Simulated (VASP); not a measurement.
# CaC8 in VASP: notebook

CaC8 is run at these levels: PBE+D3(BJ); tasks: single point, relaxation of cell and atoms.

Program: VASP 6.6.1. These are calculated values, not measurements. Logs are shortened: lines on timing, memory, paths and dates and some standing lists are left out, and cuts for length are marked.

### Step 1. The cell of the first run

It takes space group P6/mmm (No. 191, hexagonal). The conventional cell has a = 4.999 Å, b = 4.999 Å, c = 4.368 Å, α = 90.00°, β = 90.00°, γ = 120.00°. Ca (site symmetry 6/mmm) has 24 C at 2.62 to 3.62 Å within 3.7 Å. Within 1.9 Å of C (site symmetry mm2) lie 3 C at 1.43 to 1.45 Å. C (site symmetry -6m2) has 3 C at 1.43 Å within 1.9 Å.

### Step 2. Single point, PBE+D3(BJ)

File INCAR:

```
SYSTEM = CaC8
PREC = Accurate
ENCUT = 520
EDIFF = 1E-6
ISMEAR = 0
SIGMA = 0.2
LREAL = .FALSE.
LASPH = .TRUE.
NELM = 60
ALGO = Normal
ISIF = 2
LWAVE = .FALSE.
LCHARG = .TRUE.
GGA = PE
IVDW = 12
LELF = .TRUE.
LVHAR = .TRUE.
NBANDS = 31
```

File KPOINTS:

```
Automatic mesh
0
G
  6 6 6
  0 0 0
```

File POSCAR:

```
CaC8
1.0
    0.0000000000      0.0000000000      4.3680328563
    4.9987301403      0.0000000000      0.0000000000
   -2.4993650702      4.3290272881      0.0000000000
Ca C
1 8
Direct
    0.5000000000      1.0000000000      0.0000000000
    0.0000000000      0.3355136252      0.1677568126
    0.0000000000      0.3333333333      0.6666666667
    0.0000000000      0.8322431874      0.1677568126
    0.0000000000      0.8322431874      0.6644863748
    0.0000000000      0.1677568126      0.3355136252
    0.0000000000      0.1677568126      0.8322431874
    1.0000000000      0.6666666667      0.3333333333
    0.0000000000      0.6644863748      0.8322431874
```

Potentials or basis: VASP PAW PBE potentials, release 64 (Ca_sv, C).

The run is started by

```
$ cat potpaw_PBE.64/Ca_sv/POTCAR potpaw_PBE.64/C/POTCAR > POTCAR
$ mpirun -np 1 vasp_std > vasp.out
```

OUTCAR:

```text
SYSTEM = CaC8
   PREC = Accurate
   ENCUT = 520
   EDIFF = 1E-6
   ISMEAR = 0
   LREAL = .FALSE.
   LASPH = .TRUE.
   NELM = 60
   ISIF = 2
   GGA = PE
   IVDW = 12
 IVDW          = 12

 ion  position               nearest neighbor table
   1  0.500  0.000  0.000-   5 2.62   6 2.62   5 2.62   6 2.62   2 2.62   2 2.62   9 2.62   9 2.62
                             4 2.62   7 2.62   7 2.62   4 2.62
   2  0.000  0.336  0.168-   8 1.43   7 1.45   6 1.45   1 2.62   1 2.62
   3  0.000  0.333  0.667-   7 1.43   6 1.43   9 1.43
   4  0.000  0.832  0.168-   8 1.43   9 1.45   6 1.45   1 2.62   1 2.62
   5  0.000  0.832  0.664-   8 1.43   7 1.45   9 1.45   1 2.62   1 2.62
   6  0.000  0.168  0.336-   3 1.43   4 1.45   2 1.45   1 2.62   1 2.62
   7  0.000  0.168  0.832-   3 1.43   2 1.45   5 1.45   1 2.62   1 2.62
   8  0.000  0.667  0.333-   4 1.43   5 1.43   2 1.43
   9  0.000  0.664  0.832-   3 1.43   4 1.45   5 1.45   1 2.62   1 2.62

  LATTYP: Found a hexagonal cell.
 ALAT       =     4.9987301403
 C/A-ratio  =     0.8738284992

  Lattice vectors:

 A1 = (   4.9987301403,   0.0000000000,   0.0000000000)
 A2 = (  -2.4993650702,   4.3290272881,   0.0000000000)
 A3 = (   0.0000000000,   0.0000000000,   4.3680328563)

Analysis of symmetry for initial positions (statically):
=====================================================================
 Subroutine PRICEL returns:
 Original cell was already a primitive cell.

 Routine SETGRP: Setting up the symmetry group for a
 hexagonal supercell.

 Subroutine GETGRP returns: Found 24 space group operations
 (whereof 24 operations were pure point group operations)
 out of a pool of 24 trial point group operations.

The static configuration has the point symmetry D_6h.

Analysis of symmetry for dynamics (positions and initial velocities):
=====================================================================
 Subroutine PRICEL returns:
 Original cell was already a primitive cell.

 Routine SETGRP: Setting up the symmetry group for a
 hexagonal supercell.

 Subroutine GETGRP returns: Found 24 space group operations
 (whereof 24 operations were pure point group operations)
 out of a pool of 24 trial point group operations.

The dynamic configuration has the point symmetry D_6h.

 Subroutine INISYM returns: Found 24 space group operations
 (whereof 24 operations are pure point group operations),
 and found     1 'primitive' translations

----------------------------------------------------------------------------------------

                                     Primitive cell

  volume of cell :      94.5227

  direct lattice vectors                    reciprocal lattice vectors
     0.000000000  0.000000000  4.368032856     0.000000000  0.000000000  0.228936007
     4.998730140  0.000000000  0.000000000     0.200050807  0.115499387  0.000000000
    -2.499365070  4.329027288  0.000000000     0.000000000  0.230998775  0.000000000

  length of vectors
     4.368032856  4.998730140  4.998730140     0.228936007  0.230998775  0.230998775

  position of ions in fractional coordinates (direct lattice)
     0.500000000  0.000000000  0.000000000
     0.000000000  0.335513625  0.167756813
     0.000000000  0.333333333  0.666666667
     0.000000000  0.832243187  0.167756813
     0.000000000  0.832243187  0.664486375
     0.000000000  0.167756813  0.335513625
     0.000000000  0.167756813  0.832243187
     0.000000000  0.666666667  0.333333333
     0.000000000  0.664486375  0.832243187

  ion indices of the primitive-cell ions
   primitive index   ion index
                 1           1
                 2           2
                 3           3
                 4           4
                 5           5
                 6           6
                 7           7
                 8           8
                 9           9

----------------------------------------------------------------------------------------

 KPOINTS: Automatic mesh

Automatic generation of k-mesh.
 Grid dimensions read from file:
 generate k-points for:    6    6    6

[... 56 lines left out ...]
      1     -35.7882      2.00000
      2     -17.2640      2.00000
      3     -16.8827      2.00000
      4     -16.8827      2.00000
      5     -14.2241      2.00000
      6      -9.5377      2.00000
[... 23 lines left out ...]
     30      11.5954      0.00000
     31      11.5954      0.00000

 k-point     4 :       0.5000    0.0000    0.0000
  band No.  band energies     occupation
      1     -35.7873      2.00000
      2     -17.3453      2.00000
      3     -16.8757      2.00000
      4     -16.8757      2.00000
      5     -14.1144      2.00000
      6      -9.5724      2.00000
[... 23 lines left out ...]
     30      11.4653      0.00000
     31      11.5680      0.00000

 k-point     5 :       0.0000    0.1667    0.0000
  band No.  band energies     occupation
      1     -35.7907      2.00000
      2     -16.9771      2.00000
      3     -16.9104      2.00000
      4     -16.9046      2.00000
      5     -14.4273      2.00000
      6     -10.6389      2.00000
[... 23 lines left out ...]
     30      11.7643      0.00000
     31      12.3180      0.00000
[... 542 lines left out ...]
     30      11.2941      0.00000
     31      12.0481      0.00000

 k-point    22 :       0.1667    0.3333    0.1667
  band No.  band energies     occupation
      1     -35.7897      2.00000
      2     -17.0579      2.00000
      3     -16.9153      2.00000
      4     -16.9036      2.00000
      5     -13.3731      2.00000
      6     -12.4389      2.00000
[... 23 lines left out ...]
     30      11.6897      0.00000
     31      12.0788      0.00000

 k-point    23 :       0.3333    0.3333    0.1667
  band No.  band energies     occupation
      1     -35.7879      2.00000
      2     -17.2096      2.00000
      3     -16.8940      2.00000
      4     -16.8871      2.00000
      5     -13.2520      2.00000
      6     -12.3616      2.00000
[... 23 lines left out ...]
     30      12.1171      0.00000
     31      12.6572      0.00000

 k-point    24 :       0.5000    0.3333    0.1667
  band No.  band energies     occupation
      1     -35.7871      2.00000
      2     -17.2798      2.00000
      3     -16.8832      2.00000
      4     -16.8788      2.00000
      5     -13.2101      2.00000
      6     -12.3171      2.00000
[... 23 lines left out ...]
     30      12.2552      0.00000
     31      12.7305      0.00000

 [... further k-points ...]

------------------------ aborting loop because EDIFF is reached ----------------------------------------

 Edisp (eV)   -1.35585

 E8    (eV) :    -0.4734

  FORCE on cell =-STRESS in cart. coord.  units (eV):
  Direction    XX          YY          ZZ          XY          YZ          ZX
  --------------------------------------------------------------------------------------
  -------------------------------------------------------------------------------------
  Total       0.00284     0.00284     0.25496    -0.00000    -0.00000     0.00000
  in kB       0.04814     0.04814     4.32155    -0.00000    -0.00000     0.00000
  external pressure =        1.47 kB  Pullay stress =        0.00 kB

 VOLUME and BASIS-vectors are now :
 -----------------------------------------------------------------------------
  energy-cutoff  :      520.00
  volume of cell :       94.52
      direct lattice vectors                 reciprocal lattice vectors
     0.000000000  0.000000000  4.368032856     0.000000000  0.000000000  0.228936007
     4.998730140  0.000000000  0.000000000     0.200050807  0.115499387  0.000000000
    -2.499365070  4.329027288  0.000000000     0.000000000  0.230998775  0.000000000

 POSITION                                       TOTAL-FORCE (eV/Angst)
 -----------------------------------------------------------------------------------
      0.00000      0.00000      2.18402        -0.000000     -0.000000      0.000000
      1.25786      0.72622      0.00000         0.037240      0.021500     -0.000000
     -0.00000      2.88602      0.00000        -0.000000     -0.000000     -0.000000
      3.74087      0.72622      0.00000        -0.037240      0.021500      0.000000
      2.49937      2.87658      0.00000         0.000000     -0.043001      0.000000
     -0.00000      1.45245      0.00000        -0.000000      0.043001      0.000000
     -1.24151      3.60280      0.00000         0.037240     -0.021500     -0.000000
      2.49937      1.44301      0.00000        -0.000000     -0.000000      0.000000
      1.24151      3.60280      0.00000        -0.037240     -0.021500     -0.000000
 -----------------------------------------------------------------------------------
    total drift:                                0.000000     -0.000000      0.000000

  FREE ENERGIE OF THE ION-ELECTRON SYSTEM (eV)
  ---------------------------------------------------
  free  energy   TOTEN  =       -77.2677649817 eV

  energy  without entropy=      -77.2370152887  energy(sigma->0) =      -77.25239014
```

Wall time 76 s (1 thread of Intel Xeon Platinum 8259CL at 2.50GHz (Skylake/Cascade Lake), shared host); peak memory 0.25 GiB.

Results:

```
Free energy                : -77.2678 eV
Pressure                   : 0.1 GPa
Largest force              : 0.043 eV/Å
Band gap on the k mesh     : zero (bands 21 and 22 overlap by 1.70 eV)
Dispersion energy per atom : -0.151 eV
```

Forces on the atoms (eV/Å):
```
Ca   0.000  0.000  0.000
C    0.037  0.021  0.000
C    0.000  0.000  0.000
C   -0.037  0.021  0.000
C    0.000 -0.043  0.000
C    0.000  0.043  0.000
C    0.037 -0.021  0.000
C    0.000  0.000  0.000
C   -0.037 -0.021  0.000
```

### Step 3. Single point, PBE+D3(BJ)

File INCAR:

```
ALGO = Normal ; EDIFF = 1E-7
ENCUT = 520 ; GGA = PE
ISIF = 2 ; ISMEAR = 0
IVDW = 12 ; LASPH = T
LCHARG = F ; LREAL = F
LWAVE = F ; NBANDS = 31
NELM = 60 ; PREC = Accurate
SIGMA = 0.1
```

File KPOINTS:

```
k-points
0
Gamma
  9 9 10
```

File POSCAR:

```
CaC8
1.0
    4.9987301403      0.0000000000      0.0000000000
   -2.4993650702      4.3290272881      0.0000000000
    0.0000000000      0.0000000000      4.3680328563
Ca C
1 8
Direct
    0.0000000000      0.0000000000      0.5000000000
    0.3355136252      0.1677568126      0.0000000000
    0.3333333333      0.6666666667      0.0000000000
    0.8322431874      0.1677568126      0.0000000000
    0.8322431874      0.6644863748      0.0000000000
    0.1677568126      0.3355136252      0.0000000000
    0.1677568126      0.8322431874      0.0000000000
    0.6666666667      0.3333333333      0.0000000000
    0.6644863748      0.8322431874      0.0000000000
```

Potentials or basis: VASP PAW PBE potentials, release 64 (Ca_sv, C).

The run is started by

```
$ cat potpaw_PBE.64/Ca_sv/POTCAR potpaw_PBE.64/C/POTCAR > POTCAR
$ mpirun -np 1 vasp_std > vasp.out
```

Wall time 3.1 min (1 thread of Intel Xeon Platinum 8259CL at 2.50GHz (Skylake/Cascade Lake), shared host); peak memory 0.33 GiB.

The run converged. Its results:

```yaml
Free_energy: -77.2470 eV
Pressure: 0.3 GPa
Largest_force: 0.008 eV/Å
Band_gap_on_the_k_mesh: zero (bands 21 and 22 overlap by 1.71 eV)
Dispersion_energy_per_atom: -0.151 eV
```

Forces in eV/Å, atoms in the order of the input:
```
Ca   0.000  0.000  0.000
C    0.007  0.004  0.000
C    0.000  0.000  0.000
C   -0.007  0.004  0.000
C    0.000 -0.008  0.000
C    0.000  0.008  0.000
C    0.007 -0.004  0.000
C    0.000  0.000  0.000
C   -0.007 -0.004  0.000
```

Stress tensor (GPa, compression positive):
```
0.33 0.00 0.00
0.00 0.33 0.00
0.00 0.00 0.16
```

Levels at points of the mesh, in eV from the Fermi level:
```tsv
k point	band 18	band 19	band 20	band 21	band 22	band 23	band 24	band 25
(0.00, 0.00, 0.00)	-4.17	-4.17	-3.44	-0.24	0.11	0.11	0.67	2.49
(0.00, 0.00, 0.50)	-4.05	-4.05	-3.78	-1.13	-1.13	-0.77	2.35	3.62
```

### Step 4. Single point, PBE+D3(BJ)

File INCAR:

```
ALGO = Normal
EDIFF = 1E-6
ENCUT = 520
GGA = PE
ISIF = 2
ISMEAR = 0
IVDW = 12
LASPH = True
LCHARG = False
LREAL = False
LWAVE = False
NBANDS = 31
NELM = 80
PREC = Accurate
SIGMA = 0.2
```

File KPOINTS:

```
k-points
0
Gamma
  6 6 6
```

File POSCAR:

```
CaC8
1.0
    0.0039822930     -0.0082671206      4.3732745631
    4.9962011444      0.0001217038      0.0044758835
   -2.4979945682      4.3274239003     -0.0104938604
Ca C
1 8
Direct
    0.4999957702      0.9999965475     -0.0000088426
    0.0000340742      0.3356038970      0.1678024237
    0.0000120627      0.3333339406      0.6666647484
    0.0002924550      0.8322010879      0.1678037148
   -0.0003293459      0.8321967161      0.6643922950
    0.0003447850      0.1678049799      0.3356098472
   -0.0003184901      0.1677995940      0.8321989616
    0.9999958217      0.6666668433      0.3333362164
   -0.0000271328      0.6643963935      0.8322006355
```

The run is started by

```
$ cat potpaw_PBE.64/Ca_sv/POTCAR potpaw_PBE.64/C/POTCAR > POTCAR
$ mpirun -np 1 vasp_std > vasp.out
```

Run time: 4.5 min. Hardware: 1 thread of Intel Xeon Platinum 8259CL at 2.50GHz (Skylake/Cascade Lake), shared host; peak memory 0.41 GiB.

Results (log left out):

| Item | Value |
| --- | --- |
| Free energy | -77.2679 eV |
| Pressure | 0.3 GPa |
| Largest force | 0.009 eV/Å |
| Band gap on the k mesh | zero (bands 21 and 22 overlap by 1.70 eV) |
| Dispersion energy per atom | -0.151 eV |

Forces in eV/Å, atoms in the order of the input:
```
Ca   0.000  0.000  0.000
C    0.007  0.003  0.000
C    0.000 -0.001  0.000
C   -0.007  0.003  0.000
C    0.000 -0.009  0.000
C    0.000  0.009  0.000
C    0.007 -0.003  0.001
C    0.000  0.001  0.000
C   -0.007 -0.003  0.000
```

Stress tensor (GPa, compression positive):
```
 0.40 -0.02 -0.03
-0.02  0.30  0.06
-0.03  0.06  0.30
```

Levels at points of the mesh, in eV from the Fermi level:
```csv
k point,band 17,band 18,band 19,band 20,band 21,band 22,band 23,band 24,band 25,band 26
"(0.00, 0.00, 0.00)",-4.68,-4.25,-4.25,-3.53,-0.32,0.04,0.04,0.59,2.43,2.43
"(0.50, 0.00, 0.00)",-4.24,-4.11,-4.11,-3.86,-1.19,-1.19,-0.84,2.27,3.56,3.56
"(0.00, 0.50, 0.00)",-6.20,-6.19,-4.97,-3.95,0.44,1.04,1.19,2.01,2.99,3.17
"(0.50, 0.50, 0.00)",-6.22,-6.20,-4.59,-4.52,-0.01,1.10,2.31,2.71,3.30,3.58
"(0.00, 0.00, 0.50)",-6.20,-6.19,-4.97,-3.95,0.44,1.04,1.19,2.01,2.99,3.17
"(0.50, 0.00, 0.50)",-6.22,-6.19,-4.59,-4.52,-0.01,1.10,2.31,2.71,3.30,3.59
"(0.00, 0.50, 0.50)",-6.20,-6.19,-4.97,-3.95,0.44,1.04,1.19,2.01,2.99,3.17
"(0.50, 0.50, 0.50)",-6.23,-6.20,-4.59,-4.52,-0.01,1.10,2.31,2.71,3.30,3.58
```

### Step 5. Relaxation of cell and atoms, PBE+D3(BJ)

File INCAR:

```
SYSTEM = CaC8
PREC = Accurate
ENCUT = 600
EDIFF = 1E-7
ISMEAR = 0
SIGMA = 0.1
LREAL = .FALSE.
LASPH = .TRUE.
NELM = 80
ALGO = Normal
ISIF = 3
LWAVE = .FALSE.
LCHARG = .FALSE.
GGA = PE
IVDW = 12
IBRION = 2
NSW = 100
EDIFFG = -0.01
```

File KPOINTS:

```
Automatic mesh
0
G
  9 9 10
  0 0 0
```

File POSCAR:

```
CaC8
1.0
    4.9970242763      0.0000000000      0.0000000000
   -2.4985121382      4.3275499666      0.0000000000
    0.0000000000      0.0000000000      4.3640769037
Ca C
1 8
Direct
    0.0000000000      0.0000000000      0.5000000000
    0.3357282532      0.1678641266      0.0000000000
    0.3333333333      0.6666666667      0.0000000000
    0.8321358734      0.1678641266      0.0000000000
    0.8321358734      0.6642717468      0.0000000000
    0.1678641266      0.3357282532      0.0000000000
    0.1678641266      0.8321358734      0.0000000000
    0.6666666667      0.3333333333      0.0000000000
    0.6642717468      0.8321358734      0.0000000000
```

The run is started by

```
$ cat potpaw_PBE.64/Ca_sv/POTCAR potpaw_PBE.64/C/POTCAR > POTCAR
$ mpirun -np 1 vasp_std > vasp.out
```

It took 6.2 min on 1 thread of Intel Xeon Platinum 8259CL at 2.50GHz (Skylake/Cascade Lake), shared host; peak memory 0.36 GiB.

It converged, with:

```
Free energy                           : -77.2660 eV
Relaxed volume                        : 10.49 Å³/atom
Relaxed cell                          : a = 4.998 Å, b = 4.998 Å, c = 4.364 Å, α = 90.00°, β = 90.00°, γ = 120.00°
Space group after relaxing (to 0.1 Å) : P6/mmm (No. 191)
Energy gained by relaxing             : 0.0 meV/atom
Ionic steps                           : 3
Pressure after relaxing               : 0.0 GPa
Band gap on the k mesh                : zero (bands 21 and 22 overlap by 1.72 eV)
Dispersion energy per atom            : -0.151 eV
```

The path:
```
step  energy change (eV)  largest force (eV/Å)  pressure (GPa)  volume (Å³)
   1              0.0000                0.0516            0.22        94.37
   2              0.0007                0.1186           -0.35        94.57
   3             -0.0002                0.0016            0.04        94.43
```

Final structure:
```
CELL_PARAMETERS angstrom
4.99848 0.00000 0.00000
-2.49924 4.32881 0.00000
0.00000 0.00000 4.36432
ATOMIC_POSITIONS crystal
Ca 0.00000 0.00000 0.50000
C 0.33555 0.16777 0.00000
C 0.33333 0.66667 0.00000
C 0.83223 0.16777 0.00000
C 0.83223 0.66445 0.00000
C 0.16777 0.33555 0.00000
C 0.16777 0.83223 0.00000
C 0.66667 0.33333 0.00000
C 0.66445 0.83223 0.00000
```

Levels at points of the mesh, in eV from the Fermi level:
| k point | band 19 | band 20 | band 21 | band 22 | band 23 | band 24 |
| --- | --- | --- | --- | --- | --- | --- |
| (0.00, 0.00, 0.00) | -4.17 | -3.44 | -0.23 | 0.11 | 0.11 | 0.67 |
| (0.00, 0.00, 0.50) | -4.05 | -3.78 | -1.14 | -1.14 | -0.77 | 2.36 |

### Step 6. Summary

```tsv
task	cell	k mesh	cutoff (eV)	smearing	gap on the mesh (eV)	pressure (GPa)	largest force (eV/Å)
single point	a = 4.368, b = 4.999, c = 4.999 Å, angles 120.0, 90.0, 90.0°, 9 atoms, atomic positions A	6 × 6 × 6	520	gaussian 0.2 eV	none	0.1	0.04
single point	a = 4.999, b = 4.999, c = 4.368 Å, angles 90.0, 90.0, 120.0°, 9 atoms, atomic positions A	9 × 9 × 10	520	gaussian 0.1 eV	none	0.3	0.01
single point	a = 4.373, b = 4.996, c = 4.997 Å, angles 120.0, 90.2, 89.9°, 9 atoms, atomic positions B	6 × 6 × 6	520	gaussian 0.2 eV	none	0.3	0.01
relaxation of cell and atoms	relaxed from a = 4.997, b = 4.997, c = 4.364 Å, angles 90.0, 90.0, 120.0°, 9 atoms, atomic positions C	9 × 9 × 10	600	gaussian 0.1 eV	none	0.0	-
```

Alike in all rows: level PBE+D3(BJ); potentials or basis VASP PAW PBE potentials, release 64 (Ca_sv, C); no spin polarisation.

Absolute energies hang on the potentials; compare differences alone.
